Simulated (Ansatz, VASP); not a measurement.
One calculation of Mg5ZrN2, two programs

```xyz
8
Lattice="3.5642 0.0000 0.0000 0.0000 3.5642 0.0000 0.0000 0.0000 10.0477" Properties=species:S:1:pos:R:3 pbc="T T T"
Mg    0.0000    1.7821    2.2717
Mg    1.7821    0.0000    7.7759
Mg    1.7821    0.0000    2.2717
Mg    0.0000    1.7821    7.7759
Mg    1.7821    1.7821    0.0000
Zr    0.0000    0.0000    5.0238
N     0.0000    0.0000    0.0000
N     1.7821    1.7821    5.0238
```

Change from the starting cell: species swapped into the Al5CuW2 type (P4/mmm, No. 123).

Alike in both runs: functional PBE; k mesh 4 × 4 × 2; occupations gaussian, width 0.2 eV; no spin polarisation.

Ansatz relaxed the structure, and its values are those at the end. VASP's run is a single point on that final structure, the one shown.

```csv
,VASP,Ansatz
version,VASP 6.6.1,Ansatz 0.2.0
potentials or method,"VASP PAW PBE potentials, release 64 (Mg, Zr_sv, N), cutoff 600 eV","scalar-relativistic, plane waves, PAW"
valence electrons in the cell,32,72
```

|  | VASP | Ansatz | Ansatz less VASP |
| --- | --- | --- | --- |
| gap on the k mesh at the Fermi level (eV) | none | none | - |
| pressure (GPa) | 0.1 | 0.1 | +0.06 |
| rms of the force components (eV/Å) | 0.003 | 0.005 | +0.0021 |

A gap of «none» marks a metal or a gap that the smearing closes. The functional is the same, so the differences come from potentials, cutoffs and numerics. VASP's potentials hold 32 valence electrons a cell and Ansatz's 72, so a difference there can come from the potentials and not from the codes.

The k mesh is coarse, so the values compare programs but aren't converged.
